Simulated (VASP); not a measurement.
# C6N in VASP: further runs, part 2 of 2

VASP 6.6.1. The steps go on from the part before.

## Step 3: Single point, PBE+D3(BJ)

INCAR reads:

```
ALGO = Normal
DIPOL = 0.5 0.5 0.307
EDIFF = 1E-7
ENCUT = 520
GGA = PE
IDIPOL = 3
ISIF = 2
ISMEAR = 0
IVDW = 12
LASPH = T
LCHARG = F
LDIPOL = T
LREAL = F
LWAVE = F
NBANDS = 42
NELM = 60
PREC = Accurate
SIGMA = 0.05
```

KPOINTS reads:

```
k-points
0
Gamma
  6 8 1
```

POSCAR reads:

```
C6N
1.0
    4.9292228550      0.0000000000      0.0000000000
    0.6166369006      3.5586578719      0.0000000000
    0.0000000000      0.0000000000     23.4976437319
C N
12 2
Direct
    0.3564276906      0.1499632937      0.1702298343
    0.8564276906      0.1499632937      0.1702298343
    0.0989390322      0.2099625304      0.1991270674
    0.5989390322      0.2099625304      0.1991270674
    0.0841110521      0.3299262058      0.2569047739
    0.5841110521      0.3299262058      0.2569047739
    0.3266667370      0.3895095889      0.2850339125
    0.8266667370      0.3895095889      0.2850339125
    0.3105178150      0.5194460093      0.3452144215
    0.8105178150      0.5194460093      0.3452144215
    0.0532190619      0.5779315754      0.3701496129
    0.5532190619      0.5779315754      0.3701496129
    0.1782190619      1.0779315754      0.5020777345
    0.1782190619      1.0779315754      0.5488909390
```

Potentials or basis: VASP PAW PBE potentials, release 64 (C, N).

The run is started by

```console
$ cat potpaw_PBE.64/C/POTCAR potpaw_PBE.64/N/POTCAR > POTCAR
$ mpirun -np 1 vasp_std > vasp.out
```

OUTCAR:

```text
EDIFF = 1E-7
   ENCUT = 520
   GGA = PE
   ISIF = 2
   ISMEAR = 0
   IVDW = 12
   LASPH = T
   LREAL = F
   NELM = 60
   PREC = Accurate
 IVDW          = 12

 ion  position               nearest neighbor table
   1  0.356  0.150  0.170-   3 1.42   4 1.42
   2  0.856  0.150  0.170-   4 1.42   3 1.42
   3  0.099  0.210  0.199-   1 1.42   2 1.42   5 1.42
   4  0.599  0.210  0.199-   2 1.42   1 1.42   6 1.42
   5  0.084  0.330  0.257-   8 1.41   7 1.41   3 1.42
   6  0.584  0.330  0.257-   7 1.41   8 1.41   4 1.42
   7  0.327  0.390  0.285-   6 1.41   5 1.41   9 1.49
   8  0.827  0.390  0.285-   5 1.41   6 1.41  10 1.49
   9  0.311  0.519  0.345-  11 1.38  12 1.38   7 1.49
  10  0.811  0.519  0.345-  12 1.38  11 1.38   8 1.49
  11  0.053  0.578  0.370-   9 1.38  10 1.38
  12  0.553  0.578  0.370-  10 1.38   9 1.38
  13  0.178  0.078  0.502-  14 1.10
  14  0.178  0.078  0.549-  13 1.10

  LATTYP: Found a simple monoclinic cell.
 ALAT       =     3.6116875441
 B/A-ratio  =     6.5060012653
 C/A-ratio  =     1.3647977005
 COS(beta)  =    -0.1707337340

  Lattice vectors:

 A1 = (   0.6166369006,   3.5586578719,   0.0000000000)
 A2 = (   0.0000000000,   0.0000000000, -23.4976437319)
 A3 = (  -4.9292228550,   0.0000000000,   0.0000000000)

Analysis of symmetry for initial positions (statically):
=====================================================================
 Subroutine PRICEL returns:
 Original cell was already a primitive cell.

 Routine SETGRP: Setting up the symmetry group for a
 simple monoclinic supercell.

 Subroutine GETGRP returns: Found  1 space group operations
 (whereof  1 operations were pure point group operations)
 out of a pool of  4 trial point group operations.

The static configuration has the point symmetry C_1 .

Analysis of symmetry for dynamics (positions and initial velocities):
=====================================================================
 Subroutine PRICEL returns:
 Original cell was already a primitive cell.

 Routine SETGRP: Setting up the symmetry group for a
 simple monoclinic supercell.

 Subroutine GETGRP returns: Found  1 space group operations
 (whereof  1 operations were pure point group operations)
 out of a pool of  4 trial point group operations.

The dynamic configuration has the point symmetry C_1 .

 Subroutine INISYM returns: Found  1 space group operations
 (whereof  1 operations are pure point group operations),
 and found     1 'primitive' translations

----------------------------------------------------------------------------------------

                                     Primitive cell

  volume of cell :     412.1820

  direct lattice vectors                    reciprocal lattice vectors
     4.929222855  0.000000000  0.000000000     0.202871736 -0.035153196  0.000000000
     0.616636901  3.558657872  0.000000000     0.000000000  0.281004816  0.000000000
     0.000000000  0.000000000 23.497643732     0.000000000  0.000000000  0.042557459

  length of vectors
     4.929222855  3.611687544 23.497643732     0.205894849  0.281004816  0.042557459

  position of ions in fractional coordinates (direct lattice)
     0.356427691  0.149963294  0.170229834
     0.856427691  0.149963294  0.170229834
[... 96 lines left out ...]
   LNONCOLLINEAR =      F non collinear calculations
   LSORBIT =      F    spin-orbit coupling
   LASPH  =      T    aspherical Exc in radial PAW
   ENCUT  =  520.0 eV  38.22 Ry    6.18 a.u.   9.17  6.72 43.69*2*pi/ulx,y,z
   NELM   =     60;   NELMIN=  2; NELMDL= -5     # of ELM steps
   EDIFF  = 0.1E-06   stopping-criterion for ELM
   LREAL  =      F    real-space projection
   EDIFFG = 0.1E-05   stopping-criterion for IOM
   NSW    =      0    number of steps for IOM
   IBRION =     -1    ionic relax: 0-MD 1-quasi-New 2-CG
   NFREE  =      0    steps in history (QN), initial steepest desc. (CG)
   ISIF   =      2    stress and relaxation
   ISYM   =      2    0-nonsym 1-usesym 2-fastsym
   POTIM  = 0.5000    time-step for ionic-motion
   TEBEG  =    0.0;   TEEND  =   0.0 temperature during run
   PSTRESS=    0.0 pullay stress
   NELECT =      58.0000    total number of electrons
   NUPDOWN=      -1.0000    fix difference up-down
   EMIN   =  10.00;   EMAX   =-10.00  energy-range for DOS
   EFERMI =   0.00;   METHOD = LEGACY
   ISMEAR =     0;   SIGMA  =   0.05  broadening in eV -4-tet -1-fermi 0-gaus
   EFERMI_NEDOS =   21; number of points for ismear=-14 and -15
   IALGO  =     38    algorithm
   IMIX   =      4    mixing-type and parameters
     AMIX     =   0.40;   BMIX     =  1.00
     AMIX_MAG =   1.60;   BMIX_MAG =  1.00
  volume/ion in A,a.u.               =      29.44       198.68
  Fermi-wavevector in a.u.,A,eV,Ry     =   0.851506  1.609113  9.865079  0.725063
  Thomas-Fermi vector in A             =   1.967650
   LORBIT       =      0    0 simple, 1 ext, 2 COOP (PROOUT), +10 PAW based schemes
   GGA     = PE    functional components
   LHFCALC =     F    Hartree Fock is set to
   AEXX    =    0.0000 exact exchange contribution
   IVDW    =    12    specifies the selected vdW correction
   LEPSILON=     F    determine dielectric tensor
   LRPA    =     F    only Hartree local field effects (RPA)
 non-spin polarized calculation
 Gauss-broadening in eV      SIGMA  =   0.05
  energy-cutoff  :      520.00
  volume of cell :      412.18
 maximum number of plane-waves:     11143
 NGX is ok and might be reduce to    40
   NGX = 19   NGY = 13   NGZ = 87

 dipolmoment           0.000000      0.000000      0.027056 electrons x Angstroem

 number of electron      58.0000004 magnetization

 dipolmoment           0.000000      0.000000     -0.052729 electrons x Angstroem

 Free energy of the ion-electron system (eV)
  ---------------------------------------------------
  ext. energy  EPLUGINS =         0.00000000
  ---------------------------------------------------
  free energy    TOTEN  =      -114.36845457 eV

  energy without entropy =     -114.35192516  energy(sigma->0) =     -114.36018987

 E-fermi :  -3.3611     XC(G=0):  -4.1536

 val. band max:       -3.3657559114   @ k =   0.3333   0.0000   0.0000
 cond. band min:      -3.3544757914   @ k =  -0.3333   0.3750   0.0000
 fundamental gap:      0.0112801200
 Fermi energy:        -3.3610551027

 k-point     1 :       0.0000    0.0000    0.0000
  band No.  band energies     occupation
      1     -25.7518      2.00000
      2     -22.1565      2.00000
      3     -20.4146      2.00000
      4     -18.0242      2.00000
      5     -17.9324      2.00000
      6     -17.8769      2.00000
[... 1045 lines left out ...]
     40       5.1592      0.00000
     41       5.1992      0.00000

 [... further k-points ...]

 [bands above 41 left out]

------------------------ aborting loop because EDIFF is reached ----------------------------------------

 vacuum level on the upper side and lower side of the slab       (xc-potential included)        -0.393         0.145

 Edisp (eV)   -1.47859

 E8    (eV) :    -0.4328

  FORCE on cell =-STRESS in cart. coord.  units (eV):
  Direction    XX          YY          ZZ          XY          YZ          ZX
  --------------------------------------------------------------------------------------
  -------------------------------------------------------------------------------------
  Total      -0.35563    -0.17287     4.03669     0.07425     0.74082    -0.00212
  in kB      -1.38235    -0.67194    15.69088     0.28862     2.87960    -0.00826
  external pressure =        4.55 kB  Pullay stress =        0.00 kB

 VOLUME and BASIS-vectors are now :
 -----------------------------------------------------------------------------
  energy-cutoff  :      520.00
  volume of cell :      412.18
      direct lattice vectors                 reciprocal lattice vectors
     4.929222855  0.000000000  0.000000000     0.202871736 -0.035153196  0.000000000
     0.616636901  3.558657872  0.000000000     0.000000000  0.281004816  0.000000000
     0.000000000  0.000000000 23.497643732     0.000000000  0.000000000  0.042557459

 POSITION                                       TOTAL-FORCE (eV/Angst)
 -----------------------------------------------------------------------------------
      1.84938      0.53367      4.00000         0.016921      0.464904      1.676083
      4.31400      0.53367      4.00000         0.007127      0.460110      1.672446
      0.61716      0.74718      4.67902        -0.015951     -0.946520     -3.182847
      3.08177      0.74718      4.67902        -0.000719     -0.943995     -3.184778
      0.61805      1.17409      6.03666        -0.017010      0.467171      1.446165
      3.08266      1.17409      6.03666         0.010343      0.468601      1.456256
      1.85040      1.38613      6.69763        -0.008392      0.002418      0.030206
      4.31501      1.38613      6.69763         0.005396     -0.003960      0.011380
      1.85092      1.84853      8.11173         0.003577      0.031884      0.068414
      4.31553      1.84853      8.11173        -0.008708     -0.009898     -0.047992
      0.61870      2.05666      8.69764        -0.044302     -0.004156      0.007947
      3.08331      2.05666      8.69764         0.045108      0.014416      0.097718
      0.92654      0.27733     11.79764         0.009731      0.001880     -2.162544
      0.92654      0.27733     12.89764        -0.003122     -0.002853      2.111547
 -----------------------------------------------------------------------------------
    total drift:                                0.000135     -0.000211     -0.000777

  FREE ENERGIE OF THE ION-ELECTRON SYSTEM (eV)
  ---------------------------------------------------
  free  energy   TOTEN  =      -115.8470412152 eV

  energy  without entropy=     -115.8305118124  energy(sigma->0) =     -115.83877651

 vacuum level on the upper side and lower side of the slab         2.839         3.391
```

Run time: 8.9 min. Hardware: 1 thread of Intel Xeon Platinum 8488C (Sapphire Rapids), shared host; peak memory 0.67 GiB.

Results:

```
Free energy                : -115.8470 eV
Largest force              : 3.322 eV/Å
Band gap on the k mesh     : zero (bands 29 and 30 overlap by 0.07 eV)
Dispersion energy per atom : -0.106 eV
```

Forces in eV/Å, atoms in the order of the input:
```
C    0.017  0.465  1.676
C    0.007  0.460  1.672
C   -0.016 -0.947 -3.183
C   -0.001 -0.944 -3.185
C   -0.017  0.467  1.446
C    0.010  0.469  1.456
C   -0.008  0.002  0.030
C    0.005 -0.004  0.011
C    0.004  0.032  0.068
C   -0.009 -0.010 -0.048
C   -0.044 -0.004  0.008
C    0.045  0.014  0.098
N    0.010  0.002 -2.163
N   -0.003 -0.003  2.112
```

Caveat: the standard files for N, O and F lose accuracy on very short bonds.
